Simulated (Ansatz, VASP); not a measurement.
Yb: VASP beside Ansatz

The input POSCAR:

```
Yb
1.0
    0.0000000000      2.6112793414      2.6112793414
    2.6112793414      0.0000000000      2.6112793414
    2.6112793414      2.6112793414      0.0000000000
Yb
1
Direct
    0.0000000000      0.0000000000      0.0000000000
```

Contents of INCAR.step1:

```
PREC = Accurate
ENCUT = 520
ISMEAR = -1
SIGMA = 0.05
LREAL = F
LASPH = T
NELM = 80
NBANDS = 18
GGA = PE
ALGO = Normal
EDIFF = 1E-4
LWAVE = T
LCHARG = F
```

INCAR.step2

```
PREC = Accurate
ENCUT = 520
EDIFF = 1E-8
ISMEAR = -1
SIGMA = 0.05
LREAL = F
LASPH = T
NELM = 80
ALGO = Normal
ISIF = 2
LWAVE = F
LCHARG = F
METAGGA = R2SCAN
LMIXTAU = T
LEFG = T
NBANDS = 18
ISTART = 1
```

The input KPOINTS:

```
Automatic mesh
0
Gamma
  13 13 13
```

Input for Ansatz:

```yaml
crystal:
  lattice:
    - [0.0, 2.6112793414, 2.6112793414]
    - [2.6112793414, 0.0, 2.6112793414]
    - [2.6112793414, 2.6112793414, 0.0]
  atoms:
    - { symbol: Yb, position: [0.0, 0.0, 0.0] }
kpoints:
  mp_grid: { grid: [13, 13, 13] }
  band_path:
    path:
      - [0.0, 0.0, 0.0]
      - [0.5, 0.0, 0.5]
      - [0.625, 0.25, 0.625]
      - [0.375, 0.375, 0.75]
      - [0.0, 0.0, 0.0]
      - [0.5, 0.5, 0.5]
      - [0.5, 0.25, 0.75]
      - [0.5, 0.0, 0.5]
    npoints: 5
scf:
  occupations: { method: fermi_dirac, width: 0.05 }
hamiltonian:
  xc: r2scan
  pseudopotentials: { kind: paw }
output:
  forces: true
  stress: true
  eigenvalues: true
  efg: { contact_densities: true }
```

Alike in both runs: task electric field gradients; functional r2SCAN; k mesh 13 × 13 × 13; occupations fermi-dirac, width 0.05 eV; no spin polarisation.

|  | VASP | Ansatz |
| --- | --- | --- |
| version | VASP 6.6.1 | Ansatz 0.2.0 |
| potentials or method | VASP PAW PBE potentials, release 64 (Yb) | PAW with Ansatz's default frozen-core files, scalar-relativistic |
| plane-wave cutoff (eV) | 520 | 500 |
| valence electrons in the cell | 24 | 24 |

```csv
,VASP,Ansatz,Ansatz less VASP
pressure (GPa),-0.5,-0.2,+0.25
```

VASP's potentials were made for PBE, not for r2SCAN.

Neither program's run includes spin-orbit coupling.
